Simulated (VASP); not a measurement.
# LuP2 (Fddd) in VASP: notebook

LuP2 is run at these levels: r2SCAN; tasks: single point.

All numbers are computed with VASP 6.6.1; they aren't measurements. Logs are shortened: lines on timing, memory, paths and dates and some standing lists are left out, and cuts for length are marked.

## Step 1: The cell of the first run

The structure is orthorhombic, space group Fddd (No. 70). Conventional cell: a = 5.182 Å, b = 8.668 Å, c = 9.270 Å, α = 90.00°, β = 90.00°, γ = 90.00°. Within 3.6 Å of Lu (site symmetry 222) lie 10 P at 2.77 to 3.45 Å and 4 Lu at 3.43 Å. P (site symmetry 2) has 3 P at 2.38 to 2.53 Å and 4 Lu at 2.77 to 2.85 Å within 3.1 Å.

## Step 2: Single point, r2SCAN

POSCAR reads:

```
LuP2
1.0
   -4.6348396107      2.5912177750      0.0000000000
    0.0000000000      2.5912177750      4.3337855809
    4.6348396107      2.5912177750      0.0000000000
Lu P
2 4
Direct
    0.0000000000      0.0000000000      0.0000000000
    0.7500000000      0.5000000000      0.2500000000
    0.6282784609      0.0000000000      0.3717215391
    0.3717215391      0.0000000000      0.6282784609
    0.1217215391      0.5000000000      0.8782784609
    0.3782784609      0.5000000000      0.6217215391
```

INCAR.step1 reads:

```
SYSTEM = LuP2
PREC = Accurate
ENCUT = 520
ISMEAR = 1
SIGMA = 0.025
LREAL = .False.
LASPH = .True.
NELM = 60
NBANDS = 44
GGA = PE
ALGO = Normal
EDIFF = 1E-4
LWAVE = .True.
LCHARG = .False.
```

INCAR.step2 reads:

```
SYSTEM = LuP2
PREC = Accurate
ENCUT = 520
EDIFF = 1E-7
ISMEAR = 1
SIGMA = 0.025
LREAL = .False.
LASPH = .True.
NELM = 60
ALGO = Normal
ISIF = 2
LWAVE = .False.
LCHARG = .False.
METAGGA = R2SCAN
LMIXTAU = .True.
NBANDS = 44
ISTART = 1
```

KPOINTS reads:

```
Automatic mesh
0
Gamma
  5 5 5
  0 0 0
```

Potentials or basis: VASP PAW PBE potentials, release 64 (Lu, P).

Launch:

```console
$ cat potpaw_PBE.64/Lu/POTCAR potpaw_PBE.64/P/POTCAR > POTCAR
$ cp INCAR.step1 INCAR
$ mpirun -np 1 vasp_std > vasp.out
$ cp INCAR.step2 INCAR
$ mpirun -np 1 vasp_std > vasp.out
```

OUTCAR:

```text
SYSTEM = LuP2
   PREC = Accurate
   ENCUT = 520
   EDIFF = 1E-7
   ISMEAR = 1
   LREAL = .False.
   LASPH = .True.
   NELM = 60
   ISIF = 2
   METAGGA = R2SCAN
   ISTART = 1

 ion  position               nearest neighbor table
   1  0.000  0.000  0.000-   5 2.77   6 2.77   5 2.77   6 2.77   4 2.85   3 2.85   4 2.85   3 2.85
                             2 3.43   2 3.43   2 3.43   2 3.43
   2  0.750  0.500  0.250-   4 2.77   3 2.77   4 2.77   3 2.77   5 2.85   6 2.85   6 2.85   5 2.85
                             1 3.43   1 3.43   1 3.43   1 3.43
   3  0.628  0.000  0.372-   4 2.38   5 2.53   5 2.53   2 2.77   2 2.77   1 2.85   1 2.85
   4  0.372  0.000  0.628-   3 2.38   6 2.53   6 2.53   2 2.77   2 2.77   1 2.85   1 2.85
   5  0.122  0.500  0.878-   6 2.38   3 2.53   3 2.53   1 2.77   1 2.77   2 2.85   2 2.85
   6  0.378  0.500  0.622-   5 2.38   4 2.53   4 2.53   1 2.77   1 2.77   2 2.85   2 2.85

  LATTYP: Found a face centered orthorhombic cell.
 ALAT       =     5.1824355500
 B/A-ratio  =     1.6724899091
 C/A-ratio  =     1.7886723592

  Lattice vectors:

 A1 = (  -4.6348396107,   0.0000000000,   4.3337855809)
 A2 = (  -4.6348396107,  -2.5912177750,   0.0000000000)
 A3 = (   0.0000000000,  -2.5912177750,   4.3337855809)

Analysis of symmetry for initial positions (statically):
=====================================================================
 Subroutine PRICEL returns:
 Original cell was already a primitive cell.

 Routine SETGRP: Setting up the symmetry group for a
 face centered orthorhombic supercell.

 Subroutine GETGRP returns: Found  8 space group operations
 (whereof  4 operations were pure point group operations)
 out of a pool of  8 trial point group operations.

The static configuration has the point symmetry D_2 .
 The point group associated with its full space group is D_2h.

Analysis of symmetry for dynamics (positions and initial velocities):
=====================================================================
 Subroutine PRICEL returns:
 Original cell was already a primitive cell.

 Routine SETGRP: Setting up the symmetry group for a
 face centered orthorhombic supercell.

 Subroutine GETGRP returns: Found  8 space group operations
 (whereof  4 operations were pure point group operations)
 out of a pool of  8 trial point group operations.

The dynamic configuration has the point symmetry D_2 .
 The point group associated with its full space group is D_2h.

 Subroutine INISYM returns: Found  8 space group operations
 (whereof  4 operations are pure point group operations),
 and found     1 'primitive' translations

----------------------------------------------------------------------------------------

                                     Primitive cell

  volume of cell :     104.0965

  direct lattice vectors                    reciprocal lattice vectors
    -4.634839611  2.591217775  0.000000000    -0.107878598  0.192959467 -0.115372575
     0.000000000  2.591217775  4.333785581     0.000000000  0.000000000  0.230745149
     4.634839611  2.591217775  0.000000000     0.107878598  0.192959467 -0.115372575

  length of vectors
     5.310004499  5.049366992  5.310004499     0.249363146  0.230745149  0.249363146

  position of ions in fractional coordinates (direct lattice)
     0.000000000  0.000000000  0.000000000
     0.750000000  0.500000000  0.250000000
     0.628278461  0.000000000  0.371721539
     0.371721539  0.000000000  0.628278461
     0.121721539  0.500000000  0.878278461
     0.378278461  0.500000000  0.621721539

  ion indices of the primitive-cell ions
   primitive index   ion index
                 1           1
                 2           2
                 3           3
                 4           4
                 5           5
                 6           6

----------------------------------------------------------------------------------------

 KPOINTS: Automatic mesh

Automatic generation of k-mesh.
 Grid dimensions read from file:
 generate k-points for:    5    5    5

 Generating k-lattice:

  Cartesian coordinates                     Fractional coordinates (reciprocal lattice)
    -0.021575720  0.038591893 -0.023074515     0.200000000  0.000000000  0.000000000
     0.000000000  0.000000000  0.046149030     0.000000000  0.200000000  0.000000000
     0.021575720  0.038591893 -0.023074515     0.000000000  0.000000000  0.200000000

  Length of vectors
     0.049872629  0.046149030  0.049872629

  Shift w.r.t. Gamma in fractional coordinates (k-lattice)
     0.000000000  0.000000000  0.000000000

 Subroutine IBZKPT returns following result:
 ===========================================

 Found     27 irreducible k-points:

 Following reciprocal coordinates:
            Coordinates               Weight
  0.000000  0.000000  0.000000      1.000000
  0.200000 -0.000000 -0.000000      8.000000
  0.400000 -0.000000 -0.000000      8.000000
  0.000000  0.200000  0.000000      2.000000
  0.400000  0.200000 -0.000000      4.000000
 -0.400000  0.200000  0.000000      8.000000
[... 16 lines left out ...]
 -0.400000  0.000000  0.400000      2.000000
  0.400000  0.200000  0.400000      4.000000
 [... further k-points ...]
   k-points           NKPTS =     27   k-points in BZ     NKDIM =     27   number of bands    NBANDS=     44
   number of dos      NEDOS =    301   number of ions     NIONS =      6
   total plane-waves  NPLWV =  64000
   dimension x,y,z NGX =    40 NGY =   40 NGZ =   40
   dimension x,y,z NGXF=    80 NGYF=   80 NGZF=   80
   ions per type =               2   4
   NGX,Y,Z   is equivalent  to a cutoff of  12.52, 13.17, 12.52 a.u.
   NGXF,Y,Z  is equivalent  to a cutoff of  25.05, 26.34, 25.05 a.u.
 SYSTEM =  LuP2
   PREC   = accura    normal or accurate (medium, high low for compatibility)
   ISTART =      1    job   : 0-new  1-cont  2-samecut
   ICHARG =      0    charge: 1-file 2-atom 10-const
   ISPIN  =      1    spin polarized calculation?
   LNONCOLLINEAR =      F non collinear calculations
   LSORBIT =      F    spin-orbit coupling
   LASPH  =      T    aspherical Exc in radial PAW
   ENCUT  =  520.0 eV  38.22 Ry    6.18 a.u.   9.87  9.39  9.87*2*pi/ulx,y,z
   NELM   =     60;   NELMIN=  2; NELMDL=  0     # of ELM steps
   EDIFF  = 0.1E-06   stopping-criterion for ELM
   LREAL  =      F    real-space projection
   EDIFFG = 0.1E-05   stopping-criterion for IOM
   NSW    =      0    number of steps for IOM
   IBRION =     -1    ionic relax: 0-MD 1-quasi-New 2-CG
   NFREE  =      0    steps in history (QN), initial steepest desc. (CG)
   ISIF   =      2    stress and relaxation
   ISYM   =      2    0-nonsym 1-usesym 2-fastsym
   POTIM  = 0.5000    time-step for ionic-motion
   TEBEG  =    0.0;   TEEND  =   0.0 temperature during run
   PSTRESS=    0.0 pullay stress
   NELECT =      70.0000    total number of electrons
   NUPDOWN=      -1.0000    fix difference up-down
   EMIN   =  10.00;   EMAX   =-10.00  energy-range for DOS
   EFERMI =   0.00;   METHOD = LEGACY
   ISMEAR =     1;   SIGMA  =   0.03  broadening in eV -4-tet -1-fermi 0-gaus
   EFERMI_NEDOS =   21; number of points for ismear=-14 and -15
   IALGO  =     38    algorithm
   IMIX   =      4    mixing-type and parameters
     AMIX     =   0.40;   BMIX     =  1.00
     AMIX_MAG =   1.60;   BMIX_MAG =  1.00
  volume/ion in A,a.u.               =      17.35       117.08
  Fermi-wavevector in a.u.,A,eV,Ry     =   1.434263  2.710364 27.988690  2.057111
  Thomas-Fermi vector in A             =   2.553691
   LORBIT       =      0    0 simple, 1 ext, 2 COOP (PROOUT), +10 PAW based schemes
   METAGGA = R2SCAN    functional components
   LHFCALC =     F    Hartree Fock is set to
   AEXX    =    0.0000 exact exchange contribution
   IVDW    =     0    specifies the selected vdW correction
   LEPSILON=     F    determine dielectric tensor
   LRPA    =     F    only Hartree local field effects (RPA)
 non-spin polarized calculation
 Methfessel and Paxton  Order N= 1 SIGMA  =   0.03
  energy-cutoff  :      520.00
  volume of cell :      104.10
 maximum number of plane-waves:      2824
   NGX = 19   NGY = 19   NGZ = 19

 number of electron      70.0000022 magnetization

 Free energy of the ion-electron system (eV)
  ---------------------------------------------------
  ext. energy  EPLUGINS =         0.00000000
  ---------------------------------------------------
  free energy    TOTEN  =      -117.40709631 eV

  energy without entropy =     -117.40720364  energy(sigma->0) =     -117.40713209

 E-fermi :   6.9505     XC(G=0): -12.2841

 val. band max:        6.9321035175   @ k =  -0.2000   0.4000   0.0000
 cond. band min:       7.0219871787   @ k =   0.4000   0.2000   0.4000
 fundamental gap:      0.0898836611
 Fermi energy:         6.9504725881

 k-point     1 :       0.0000    0.0000    0.0000
  band No.  band energies     occupation
      1     -50.8896      2.00000
      2     -50.8658      2.00000
      3     -21.1105      2.00000
      4     -21.0424      2.00000
      5     -21.0060      2.00000
      6     -20.9834      2.00000
[... 36 lines left out ...]
     43      12.3667      0.00000
     44      12.4303      0.00000

 k-point     2 :       0.2000   -0.0000   -0.0000
  band No.  band energies     occupation
      1     -50.8878      2.00000
      2     -50.8674      2.00000
      3     -21.1055      2.00000
      4     -21.0516      2.00000
      5     -21.0164      2.00000
      6     -20.9767      2.00000
[... 36 lines left out ...]
     43      12.1408      0.00000
     44      12.3261      0.00000

 k-point     3 :       0.4000   -0.0000   -0.0000
  band No.  band energies     occupation
      1     -50.8843      2.00000
      2     -50.8709      2.00000
      3     -21.1011      2.00000
      4     -21.0722      2.00000
      5     -21.0390      2.00000
      6     -20.9435      2.00000
[... 976 lines left out ...]
     43      12.1278      0.00000
     44      12.4306      0.00000

 k-point    24 :       0.4000    0.2000    0.4000
  band No.  band energies     occupation
      1     -50.8805      2.00000
      2     -50.8747      2.00000
      3     -21.1165      2.00000
      4     -21.0887      2.00000
      5     -21.0058      2.00000
      6     -20.9969      2.00000
[... 36 lines left out ...]
     43      10.8559      0.00000
     44      11.1281      0.00000

 [... further k-points ...]

------------------------ aborting loop because EDIFF is reached ----------------------------------------

  FORCE on cell =-STRESS in cart. coord.  units (eV):
  Direction    XX          YY          ZZ          XY          YZ          ZX
  --------------------------------------------------------------------------------------
  -------------------------------------------------------------------------------------
  Total        0.0713196      0.3588895      0.2673942      0.0000000      0.0000000      0.0000000
  in kB        1.0976988      5.5237665      4.1155369      0.0000000      0.0000000      0.0000000
  external PRESSURE =       3.5790007 kB  Pullay stress =       0.0000000 kB

 VOLUME and BASIS-vectors are now :
 -----------------------------------------------------------------------------
  energy-cutoff  :      520.00
  volume of cell :      104.10
      direct lattice vectors                 reciprocal lattice vectors
    -4.634839611  2.591217775  0.000000000    -0.107878598  0.192959467 -0.115372575
     0.000000000  2.591217775  4.333785581     0.000000000  0.000000000  0.230745149
     4.634839611  2.591217775  0.000000000     0.107878598  0.192959467 -0.115372575

 POSITION                                       TOTAL-FORCE (eV/Angst)
 -----------------------------------------------------------------------------------
      0.00000      0.00000      0.00000        -0.000000      0.000000      0.000000
     -2.31742      3.88683      2.16689        -0.000000      0.000000      0.000000
     -1.18910      2.59122      0.00000         0.030831      0.000000      0.000000
      1.18910      2.59122      0.00000        -0.030831      0.000000      0.000000
      3.50652      3.88683      2.16689        -0.030831      0.000000      0.000000
      1.12832      3.88683      2.16689         0.030831      0.000000      0.000000
 -----------------------------------------------------------------------------------
    total drift:                               -0.000000      0.000000     -0.000000

  FREE ENERGIE OF THE ION-ELECTRON SYSTEM (eV)
  ---------------------------------------------------
  free  energy   TOTEN  =      -117.4070963122 eV

  energy  without entropy=     -117.4072036355  energy(sigma->0) =     -117.40713209
```

Wall time 7.3 min (1 thread of Intel Xeon Platinum 8488C (Sapphire Rapids), shared host); peak memory 0.32 GiB.

Results:

* Free energy: -117.4071 eV
* Pressure: 0.4 GPa
* Largest force: 0.031 eV/Å
* Band gap on the k mesh: zero (bands 35 and 36 overlap by 0.17 eV)

Forces in eV/Å, atoms in the order of the input:
```
Lu   0.000  0.000  0.000
Lu   0.000  0.000  0.000
P    0.031  0.000  0.000
P   -0.031  0.000  0.000
P   -0.031  0.000  0.000
P    0.031  0.000  0.000
```

Caveat: the PAW data sets were made with another functional, which shifts forces and pressure a little; spin-orbit coupling is left out, which moves the levels of the heavy elements.

## Step 3: Single point, r2SCAN

This run uses another cell than the first one, of 17.39 Å³/atom.

POSCAR reads:

```
LuP2
1.0
   -4.6501757646      2.5884715977      0.0000000000
    0.0000000000      2.5884715977      4.3329720547
    4.6501757646      2.5884715977      0.0000000000
Lu P
2 4
Direct
    0.0000000000      0.0000000000      0.0000000000
    0.7500000000      0.5000000000      0.2500000000
    0.6282155021      0.0000000000      0.3717844979
    0.3717844979      0.0000000000      0.6282155021
    0.1217844979      0.5000000000      0.8782155021
    0.3782155021      0.5000000000      0.6217844979
```

INCAR.step1 reads:

```
PREC     = Accurate       # precision mode
ENCUT    = 520            # plane-wave cutoff, eV
ISMEAR   = -1             # smearing method
SIGMA    = 0.1            # smearing width, eV
LREAL    = F              # projectors in reciprocal space
LASPH    = T              # aspherical terms in the spheres
NELM     = 100            # most SCF steps
NBANDS   = 44             # bands
GGA      = PE             # functional
ALGO     = Normal         # electronic algorithm
EDIFF    = 1E-4           # SCF threshold, eV
LWAVE    = T              # write WAVECAR
LCHARG   = F              # write CHGCAR
```

INCAR.step2 reads:

```
PREC     = Accurate       # precision mode
ENCUT    = 520            # plane-wave cutoff, eV
EDIFF    = 1E-6           # SCF threshold, eV
ISMEAR   = -1             # smearing method
SIGMA    = 0.1            # smearing width, eV
LREAL    = F              # projectors in reciprocal space
LASPH    = T              # aspherical terms in the spheres
NELM     = 100            # most SCF steps
ALGO     = Normal         # electronic algorithm
ISIF     = 2              # what is computed and relaxed
LWAVE    = F              # write WAVECAR
LCHARG   = F              # write CHGCAR
METAGGA  = R2SCAN         # meta-GGA
LMIXTAU  = T            
NBANDS   = 44             # bands
ISTART   = 1
```

KPOINTS reads:

```
Automatic mesh
0
Gamma
  5 5 5
```

Potentials or basis: VASP PAW PBE potentials, release 64 (Lu, P).

Launch:

```console
$ cat potpaw_PBE.64/Lu/POTCAR potpaw_PBE.64/P/POTCAR > POTCAR
$ cp INCAR.step1 INCAR
$ mpirun -np 1 vasp_std > vasp.out
$ cp INCAR.step2 INCAR
$ mpirun -np 1 vasp_std > vasp.out
```

OUTCAR:

```text
PREC = Accurate
   ENCUT = 520
   EDIFF = 1E-6
   ISMEAR = -1
   LREAL = F
   LASPH = T
   NELM = 100
   ISIF = 2
   METAGGA = R2SCAN
   ISTART = 1

 ion  position               nearest neighbor table
   1  0.000  0.000  0.000-   5 2.77   6 2.77   5 2.77   6 2.77   4 2.85   3 2.85   4 2.85   3 2.85
                             2 3.43   2 3.43   2 3.43   2 3.43
   2  0.750  0.500  0.250-   4 2.77   3 2.77   4 2.77   3 2.77   5 2.85   6 2.85   6 2.85   5 2.85
                             1 3.43   1 3.43   1 3.43   1 3.43
   3  0.628  0.000  0.372-   4 2.38   5 2.52   5 2.52   2 2.77   2 2.77   1 2.85   1 2.85
[... 1340 lines left out ...]
  -------------------------------------------------------------------------------------
  Total        0.0972177      0.3782088      0.2803783      0.0000000      0.0000000      0.0000000
  in kB        1.4932316      5.8091626      4.3065189      0.0000000      0.0000000      0.0000000
  external PRESSURE =       3.8696377 kB  Pullay stress =       0.0000000 kB

 VOLUME and BASIS-vectors are now :
 -----------------------------------------------------------------------------
  energy-cutoff  :      520.00
  volume of cell :      104.31
      direct lattice vectors                 reciprocal lattice vectors
    -4.650175765  2.588471598  0.000000000    -0.107522817  0.193164182 -0.115394236
     0.000000000  2.588471598  4.332972055     0.000000000  0.000000000  0.230788472
     4.650175765  2.588471598  0.000000000     0.107522817  0.193164182 -0.115394236

 POSITION                                       TOTAL-FORCE (eV/Angst)
 -----------------------------------------------------------------------------------
      0.00000      0.00000      0.00000        -0.000000      0.000000      0.000000
     -2.32509      3.88271      2.16649        -0.000000      0.000000      0.000000
     -1.19245      2.58847      0.00000         0.031595      0.000000      0.000000
      1.19245      2.58847      0.00000        -0.031595      0.000000      0.000000
      3.51754      3.88271      2.16649        -0.031595      0.000000      0.000000
      1.13264      3.88271      2.16649         0.031595      0.000000      0.000000
 -----------------------------------------------------------------------------------
    total drift:                               -0.000000      0.000000     -0.000000

  FREE ENERGIE OF THE ION-ELECTRON SYSTEM (eV)
  ---------------------------------------------------
  free  energy   TOTEN  =      -117.4344407565 eV

  energy  without entropy=     -117.3761404490  energy(sigma->0) =     -117.40529060
```

Wall time 6.5 min (1 thread of Intel Xeon Platinum 8488C (Sapphire Rapids), shared host); peak memory 0.32 GiB.

What came out:

| Item | Value |
| --- | --- |
| Free energy | -117.4344 eV |
| Pressure | 0.4 GPa |
| Largest force | 0.032 eV/Å |
| Band gap on the k mesh | zero (bands 35 and 36 overlap by 0.14 eV) |

Forces on the atoms (eV/Å):
```
Lu   0.000  0.000  0.000
Lu   0.000  0.000  0.000
P    0.032  0.000  0.000
P   -0.032  0.000  0.000
P   -0.032  0.000  0.000
P    0.032  0.000  0.000
```

Stress tensor (GPa, compression positive):
```
0.15 0.00 0.00
0.00 0.58 0.00
0.00 0.00 0.43
```

Caveat: the PAW data sets were made with another functional, which shifts forces and pressure a little; spin-orbit coupling is left out, which moves the levels of the heavy elements.
